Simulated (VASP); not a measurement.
# Ti3Sn5O16 (P1) in VASP: single point with r2SCAN

Aim: the single point of Ti3Sn5O16 with r2SCAN.

Program: VASP 6.6.1. These are calculated values, not measurements. Logs are shortened: lines on timing, memory, paths and dates and some standing lists are left out, and cuts for length are marked.

## Step 1: The cell of the first run

The typed cell holds 72 atoms: a = 9.420 Å, b = 9.413 Å, c = 9.351 Å, α = 90.00°, β = 90.00°, γ = 90.00°.

## Step 2: Single point, r2SCAN

POSCAR reads:

```
Ti3Sn5O16
1.0
    9.4196180000      0.0000000000      0.0000000000
    0.0000000000      9.4132450000      0.0000000000
    0.0000000000      0.0000000000      9.3505510000
Sn Ti O
15 9 48
Direct
    0.9962760000      0.0001240000      0.0040870000
    0.9976600000      0.9972080000      0.6616810000
    0.9973700000      0.4994250000      0.3325930000
    0.5057360000      0.9997340000      0.0044860000
    0.5020560000      0.9989490000      0.6621910000
    0.5042160000      0.5001710000      0.0014790000
    0.5053040000      0.5012180000      0.3331090000
    0.5026030000      0.5022790000      0.6641430000
    0.2467370000      0.2511180000      0.1677600000
    0.2480800000      0.2496310000      0.4982030000
    0.2488730000      0.2514180000      0.8328920000
    0.2461290000      0.7491590000      0.1686380000
    0.2473060000      0.7488490000      0.8317360000
    0.7536400000      0.2522430000      0.8332890000
    0.7537750000      0.7512190000      0.4985510000
    0.9982500000      0.9999530000      0.3353480000
    0.9911390000      0.5031630000      0.9942840000
    0.9883980000      0.4906440000      0.6712060000
    0.4881640000      0.9849010000      0.3311760000
    0.2416790000      0.7421930000      0.5063920000
    0.7531960000      0.2484860000      0.1729790000
    0.7426070000      0.2406230000      0.4865770000
    0.7564740000      0.7533160000      0.1652920000
    0.7461860000      0.7492480000      0.8390340000
    0.1529910000      0.1500050000      0.0000700000
    0.1424580000      0.1520030000      0.3332090000
    0.1541100000      0.1474980000      0.6654040000
    0.1441790000      0.6509270000      0.9995560000
    0.1548310000      0.6520640000      0.3421830000
    0.1495310000      0.6529630000      0.6568530000
    0.6607020000      0.1533230000      0.0090630000
    0.6564660000      0.1573940000      0.3315750000
    0.6587860000      0.1544440000      0.6564250000
    0.6580050000      0.6588750000      0.9989000000
    0.6625880000      0.6519130000      0.3235920000
    0.6553950000      0.6579750000      0.6757890000
    0.3508080000      0.3448100000      0.0005570000
    0.3444070000      0.3527240000      0.3332960000
    0.3503450000      0.3458250000      0.6651500000
    0.3481050000      0.8475480000      0.0012140000
    0.3497630000      0.8456680000      0.3396790000
    0.3439680000      0.8463940000      0.6570220000
    0.8500770000      0.3514720000      0.0084330000
    0.8428060000      0.3440770000      0.3329720000
    0.8507230000      0.3495260000      0.6601640000
    0.8415300000      0.8454660000      0.9998720000
    0.8528340000      0.8471450000      0.3220070000
    0.8446390000      0.8460020000      0.6746910000
    0.0938920000      0.4082110000      0.1578550000
    0.0923540000      0.4044450000      0.5094020000
    0.0904370000      0.4080180000      0.8320990000
    0.0957350000      0.9067070000      0.1756810000
    0.0961110000      0.8991750000      0.4880170000
    0.0954480000      0.9022320000      0.8336340000
    0.6038600000      0.3968720000      0.1666390000
    0.6052570000      0.3996620000      0.4993940000
    0.6002310000      0.4026960000      0.8326700000
    0.6007970000      0.8979950000      0.1768080000
    0.6000310000      0.9040900000      0.4892610000
    0.6035780000      0.8985490000      0.8332910000
    0.4036400000      0.0930070000      0.1780090000
    0.4064700000      0.0951560000      0.4875440000
    0.4075400000      0.0978730000      0.8332300000
    0.4031860000      0.5982410000      0.1666000000
    0.4025580000      0.6042070000      0.4985870000
    0.4005790000      0.5955130000      0.8333850000
    0.9005470000      0.1006500000      0.1756320000
    0.8978390000      0.0960440000      0.4895980000
    0.9050690000      0.1004220000      0.8327200000
    0.9021320000      0.6029460000      0.1577790000
    0.9035300000      0.5960310000      0.5070650000
    0.9010840000      0.5945520000      0.8332980000
```

INCAR.step1 reads:

```
PREC = Accurate
ENCUT = 520
ISMEAR = -1
SIGMA = 0.05
LREAL = Auto
LASPH = T
NELM = 100
NBANDS = 345
GGA = PE
ALGO = Normal
EDIFF = 1E-4
LWAVE = T
LCHARG = F
```

INCAR.step2 reads:

```
PREC = Accurate
ENCUT = 520
EDIFF = 1E-6
ISMEAR = -1
SIGMA = 0.05
LREAL = Auto
LASPH = T
NELM = 100
ALGO = Normal
ISIF = 2
LWAVE = F
LCHARG = F
METAGGA = R2SCAN
LMIXTAU = T
NBANDS = 345
ISTART = 1
```

KPOINTS reads:

```
regular mesh
0
Gamma
  1 1 1
```

Potentials or basis: VASP PAW PBE potentials, release 64 (Sn_d, Ti_sv, O).

Run with:

```sh
cat potpaw_PBE.64/Sn_d/POTCAR potpaw_PBE.64/Ti_sv/POTCAR potpaw_PBE.64/O/POTCAR > POTCAR
cp INCAR.step1 INCAR
mpirun -np 1 vasp_gam > vasp.out
cp INCAR.step2 INCAR
mpirun -np 1 vasp_gam > vasp.out
```

OUTCAR:

```text
PREC = Accurate
   ENCUT = 520
   EDIFF = 1E-6
   ISMEAR = -1
   LREAL = Auto
   LASPH = T
   NELM = 100
   ISIF = 2
   METAGGA = R2SCAN
   ISTART = 1

 ion  position               nearest neighbor table
   1  0.996  0.000  0.004-  25 2.04  69 2.05  52 2.06  46 2.06  54 2.06  67 2.07  16 3.10   2 3.20
                            14 3.66  12 3.67   9 3.67  13 3.71  11 3.72
   2  0.998  0.997  0.662-  48 2.03  27 2.04  54 2.06  69 2.06  68 2.08  53 2.09  16 3.05   1 3.20
                            15 3.60  13 3.68  10 3.68  14 3.69  11 3.73
   3  0.997  0.499  0.333-  49 2.06  44 2.06  71 2.07  29 2.07  50 2.08  70 2.10  17 3.16  18 3.17
                            15 3.65   9 3.65  12 3.66  10 3.67
   4  0.506  1.000  0.004-  31 2.05  40 2.06  63 2.07  58 2.08  60 2.08  61 2.08  19 3.06   5 3.20
                            14 3.70   9 3.73  12 3.73  11 3.75  13 3.76
   5  0.502  0.999  0.662-  63 2.05  59 2.06  42 2.07  62 2.07  33 2.08  60 2.09  19 3.10   4 3.20
                            15 3.66  10 3.69  13 3.72  14 3.72  11 3.73
   6  0.504  0.500  0.001-  64 2.04  57 2.04  55 2.05  37 2.06  66 2.06  34 2.08   7 3.10   8 3.15
                            14 3.67  11 3.71   9 3.71  12 3.72  13 3.72
   7  0.505  0.501  0.333-  64 2.05  35 2.05  56 2.05  55 2.06  38 2.06  65 2.07   8 3.10   6 3.10
                            15 3.66  12 3.71  10 3.72   9 3.72
   8  0.503  0.502  0.664-  66 2.05  65 2.05  57 2.05  39 2.06  36 2.06  56 2.06   7 3.10   6 3.15
                            15 3.67  13 3.69  14 3.69  11 3.71  10 3.72
   9  0.247  0.251  0.168-  25 2.04  38 2.04  37 2.05  26 2.06  49 2.07  61 2.10  10 3.09  11 3.13
                             3 3.65   1 3.67   6 3.71   7 3.72   4 3.73
  10  0.248  0.250  0.498-  38 2.04  27 2.04  39 2.05  26 2.05  50 2.07  62 2.09   9 3.09  11 3.13
                             3 3.67   2 3.68   5 3.69   8 3.72   7 3.72
  11  0.249  0.251  0.833-  37 2.04  39 2.04  25 2.04  27 2.05  63 2.08  51 2.10  10 3.13   9 3.13
                             6 3.71   8 3.71   1 3.72   5 3.73   2 3.73   4 3.75
  12  0.246  0.749  0.169-  64 2.05  29 2.05  52 2.05  40 2.06  28 2.07  41 2.08  13 3.15  20 3.16
                             3 3.66   1 3.67   7 3.71   6 3.72   4 3.73
  13  0.247  0.749  0.832-  54 2.03  66 2.04  28 2.06  40 2.07  30 2.08  42 2.08  20 3.04  12 3.15
                             2 3.68   8 3.69   1 3.71   5 3.72   6 3.72   4 3.76
  14  0.754  0.252  0.833-  69 2.02  57 2.02  45 2.07  31 2.08  43 2.09  33 2.09  21 3.18  22 3.25
                             1 3.66   6 3.67   2 3.69   8 3.69   4 3.70   5 3.72
  15  0.754  0.751  0.499-  71 2.03  59 2.04  48 2.06  35 2.07  36 2.09  47 2.10  23 3.12  24 3.18
                             2 3.60   3 3.65   5 3.66   7 3.66   8 3.67
  16  0.998  1.000  0.335-  53 1.95  68 1.95  52 1.96  26 1.97  47 1.99  67 1.99   2 3.05   1 3.10
[... 57 lines left out ...]
  71  0.904  0.596  0.507-  18 1.99  15 2.03   3 2.07
  72  0.901  0.595  0.833-  17 1.93  18 1.98  24 2.06

  LATTYP: Found a simple orthorhombic cell.
 ALAT       =     9.3505510000
 B/A-ratio  =     1.0067048455
 C/A-ratio  =     1.0073864096

  Lattice vectors:

 A1 = (   0.0000000000,   0.0000000000,  -9.3505510000)
 A2 = (   0.0000000000,   9.4132450000,   0.0000000000)
 A3 = (   9.4196180000,   0.0000000000,   0.0000000000)

Analysis of symmetry for initial positions (statically):
=====================================================================
 Subroutine PRICEL returns:
 Original cell was already a primitive cell.

 Routine SETGRP: Setting up the symmetry group for a
 simple orthorhombic supercell.

 Subroutine GETGRP returns: Found  1 space group operations
 (whereof  1 operations were pure point group operations)
 out of a pool of  8 trial point group operations.

The static configuration has the point symmetry C_1 .

Analysis of symmetry for dynamics (positions and initial velocities):
=====================================================================
 Subroutine PRICEL returns:
 Original cell was already a primitive cell.

 Routine SETGRP: Setting up the symmetry group for a
 simple orthorhombic supercell.
[... 191 lines left out ...]

  Shift w.r.t. Gamma in fractional coordinates (k-lattice)
     0.000000000  0.000000000  0.000000000

 Subroutine IBZKPT returns following result:
 ===========================================

 Found      1 irreducible k-points:

 Following reciprocal coordinates:
            Coordinates               Weight
  0.000000  0.000000  0.000000      1.000000
   k-points           NKPTS =      1   k-points in BZ     NKDIM =      1   number of bands    NBANDS=    345
   number of dos      NEDOS =    301   number of ions     NIONS =     72
   total plane-waves  NPLWV = 343000
   dimension x,y,z NGX =    70 NGY =   70 NGZ =   70
   dimension x,y,z NGXF=   140 NGYF=  140 NGZF=  140
   ions per type =              15   9  48
   NGX,Y,Z   is equivalent  to a cutoff of  12.35, 12.36, 12.45 a.u.
   NGXF,Y,Z  is equivalent  to a cutoff of  24.71, 24.73, 24.89 a.u.
 SYSTEM =  unknown system
   PREC   = accura    normal or accurate (medium, high low for compatibility)
   ISTART =      1    job   : 0-new  1-cont  2-samecut
   ICHARG =      0    charge: 1-file 2-atom 10-const
   ISPIN  =      1    spin polarized calculation?
   LNONCOLLINEAR =      F non collinear calculations
   LSORBIT =      F    spin-orbit coupling
   LASPH  =      T    aspherical Exc in radial PAW
   ENCUT  =  520.0 eV  38.22 Ry    6.18 a.u.  17.51 17.50 17.39*2*pi/ulx,y,z
   NELM   =    100;   NELMIN=  2; NELMDL=  0     # of ELM steps
   EDIFF  = 0.1E-05   stopping-criterion for ELM
   LREAL  =      T    real-space projection
   EDIFFG = 0.1E-04   stopping-criterion for IOM
   NSW    =      0    number of steps for IOM
   IBRION =     -1    ionic relax: 0-MD 1-quasi-New 2-CG
   NFREE  =      0    steps in history (QN), initial steepest desc. (CG)
   ISIF   =      2    stress and relaxation
   ISYM   =      2    0-nonsym 1-usesym 2-fastsym
   POTIM  = 0.5000    time-step for ionic-motion
   TEBEG  =    0.0;   TEEND  =   0.0 temperature during run
   PSTRESS=    0.0 pullay stress
   NELECT =     606.0000    total number of electrons
   NUPDOWN=      -1.0000    fix difference up-down
   EMIN   =  10.00;   EMAX   =-10.00  energy-range for DOS
   EFERMI =   0.00;   METHOD = LEGACY
   ISMEAR =    -1;   SIGMA  =   0.05  broadening in eV -4-tet -1-fermi 0-gaus
   EFERMI_NEDOS =   21; number of points for ismear=-14 and -15
   IALGO  =     38    algorithm
   IMIX   =      4    mixing-type and parameters
     AMIX     =   0.40;   BMIX     =  1.00
     AMIX_MAG =   1.60;   BMIX_MAG =  1.00
  volume/ion in A,a.u.               =      11.52        77.71
  Fermi-wavevector in a.u.,A,eV,Ry     =   1.474673  2.786728 29.588055  2.174661
  Thomas-Fermi vector in A             =   2.589416
   LORBIT       =      0    0 simple, 1 ext, 2 COOP (PROOUT), +10 PAW based schemes
   METAGGA = R2SCAN    functional components
   LHFCALC =     F    Hartree Fock is set to
   AEXX    =    0.0000 exact exchange contribution
   IVDW    =     0    specifies the selected vdW correction
   LEPSILON=     F    determine dielectric tensor
   LRPA    =     F    only Hartree local field effects (RPA)
 non-spin polarized calculation
  energy-cutoff  :      520.00
  volume of cell :      829.11
 maximum number of plane-waves:     11184
 NGX is ok and might be reduce to    70
   NGX = 35   NGY = 35   NGZ = 35

 number of electron     605.9999974 magnetization

 Free energy of the ion-electron system (eV)
  ---------------------------------------------------
  ext. energy  EPLUGINS =         0.00000000
  ---------------------------------------------------
  free energy    TOTEN  =      -946.40133420 eV

  energy without entropy =     -946.40133420  energy(sigma->0) =     -946.40133420

 E-fermi :   6.5331     XC(G=0): -12.0010

 val. band max:        5.2270095019   @ k =   0.0000   0.0000   0.0000
 cond. band min:       7.8089547287   @ k =   0.0000   0.0000   0.0000
 fundamental gap:      2.5819452268
 Fermi energy:         6.5330874729

 k-point     1 :       0.0000    0.0000    0.0000
  band No.  band energies     occupation
      1     -53.9738      2.00000
      2     -53.9011      2.00000
      3     -53.8274      2.00000
      4     -53.8190      2.00000
      5     -53.8162      2.00000
      6     -53.8130      2.00000
[... 307 lines left out ...]
    314       8.4415      0.00000
    315       8.5014      0.00000
 [bands above 315 left out]

------------------------ aborting loop because EDIFF is reached ----------------------------------------

  FORCE on cell =-STRESS in cart. coord.  units (eV):
  Direction    XX          YY          ZZ          XY          YZ          ZX
  --------------------------------------------------------------------------------------
  -------------------------------------------------------------------------------------
  Total        0.9944852      1.1350541      6.9280952      3.9045011     -0.0848913      0.0280448
  in kB        1.9217596      2.1933972     13.3879651      7.5451221     -0.1640453      0.0541942
  external PRESSURE =       5.8343740 kB  Pullay stress =       0.0000000 kB

 VOLUME and BASIS-vectors are now :
 -----------------------------------------------------------------------------
  energy-cutoff  :      520.00
  volume of cell :      829.11
      direct lattice vectors                 reciprocal lattice vectors
     9.419618000  0.000000000  0.000000000     0.106161418  0.000000000  0.000000000
     0.000000000  9.413245000  0.000000000     0.000000000  0.106233291  0.000000000
     0.000000000  0.000000000  9.350551000     0.000000000  0.000000000  0.106945569

 POSITION                                       TOTAL-FORCE (eV/Angst)
 -----------------------------------------------------------------------------------
      9.38454      0.00117      0.03822         0.035549      0.023621     -0.016509
      9.39758      9.38696      6.18708         0.028109      0.036473      0.072536
      9.39484      4.70121      3.10993        -0.000942      0.005724      0.037881
      4.76384      9.41074      0.04195        -0.023985     -0.008824      0.050290
      4.72918      9.40335      6.19185         0.001543     -0.005298     -0.081074
      4.74952      4.70823      0.01383        -0.022726     -0.020045     -0.011456
[... 64 lines left out ...]
      8.51091      5.61059      4.74134        -0.115915      0.113116     -0.184069
      8.48787      5.59666      7.79180        -0.108069      0.085266     -0.026959
 -----------------------------------------------------------------------------------
    total drift:                                0.090131     -0.056656      0.045756

  FREE ENERGIE OF THE ION-ELECTRON SYSTEM (eV)
  ---------------------------------------------------
  free  energy   TOTEN  =      -946.4013342047 eV

  energy  without entropy=     -946.4013342047  energy(sigma->0) =     -946.40133420
```

Wall time 56 min (1 thread of Intel Xeon 8259CL, shared host); peak memory 0.84 GiB.

What came out:

```yaml
Free_energy: -946.4013 eV
Pressure: 0.6 GPa
Largest_force: 0.262 eV/Å
Band_gap_on_the_k_mesh: 2.58 eV
```

Forces in eV/Å, atoms in the order of the input:
```
Sn   0.036  0.024 -0.017
Sn   0.028  0.036  0.073
Sn  -0.001  0.006  0.038
Sn  -0.024 -0.009  0.050
Sn   0.002 -0.005 -0.081
Sn  -0.023 -0.020 -0.011
Sn  -0.023 -0.041 -0.064
Sn  -0.020 -0.053  0.075
Sn   0.001 -0.014 -0.026
Sn  -0.002  0.001  0.010
Sn  -0.012 -0.020  0.019
Sn   0.002 -0.023  0.055
Sn  -0.005 -0.007 -0.020
Sn   0.002  0.008  0.009
Sn   0.001  0.007  0.015
Ti   0.019  0.062 -0.102
Ti   0.047 -0.019  0.087
Ti   0.075  0.100 -0.133
Ti   0.108  0.108  0.112
Ti   0.068  0.045 -0.104
Ti   0.032  0.062 -0.099
Ti   0.113  0.075  0.145
Ti  -0.025 -0.031  0.023
Ti   0.105 -0.020 -0.090
O   -0.035 -0.025 -0.001
O    0.095  0.074 -0.003
O   -0.044 -0.034 -0.004
O    0.118  0.076  0.024
O   -0.090 -0.091 -0.219
O   -0.011 -0.006  0.239
O   -0.123 -0.105 -0.190
O   -0.182 -0.153 -0.062
O   -0.116 -0.113  0.187
O   -0.183 -0.170  0.044
O   -0.093 -0.070  0.179
O   -0.129 -0.116 -0.192
O    0.039  0.048 -0.001
O    0.021  0.027  0.016
O    0.035  0.050 -0.013
O    0.030  0.042 -0.009
O   -0.085 -0.084 -0.175
O    0.050  0.069  0.209
O   -0.040 -0.077 -0.138
O    0.167  0.185  0.025
O   -0.094 -0.085  0.118
O    0.174  0.190 -0.027
O   -0.011 -0.057  0.188
O    0.098  0.106 -0.148
O    0.094 -0.075  0.190
O    0.117 -0.104 -0.192
O    0.158 -0.168  0.022
O    0.061 -0.075 -0.203
O   -0.072  0.041  0.227
O    0.059 -0.053  0.005
O   -0.097  0.091  0.027
O   -0.117  0.134 -0.016
O    0.062 -0.059 -0.011
O   -0.077  0.044 -0.227
O    0.071 -0.070  0.225
O   -0.137  0.142 -0.009
O   -0.050  0.044 -0.253
O   -0.048  0.065  0.224
O    0.013 -0.003 -0.006
O   -0.014  0.019  0.009
O    0.105 -0.088 -0.017
O   -0.042  0.058 -0.007
O    0.053 -0.054 -0.172
O    0.046 -0.080  0.192
O   -0.070  0.056 -0.002
O    0.016 -0.014  0.200
O   -0.116  0.113 -0.184
O   -0.108  0.085 -0.027
```

Levels at points of the mesh, in eV from the valence-band top:
```tsv
k point	band 300	band 301	band 302	band 303	band 304	band 305	band 306	band 307
(0.00, 0.00, 0.00)	-0.66	-0.63	-0.60	0.00	2.58	2.65	2.89	2.94
```

Caveat: the k points lie up to 0.67 Å⁻¹ apart; the PAW data sets were made with another functional, which shifts forces and pressure a little; spin-orbit coupling is left out, which moves the levels of the heavy elements. A k mesh can miss the band edges.
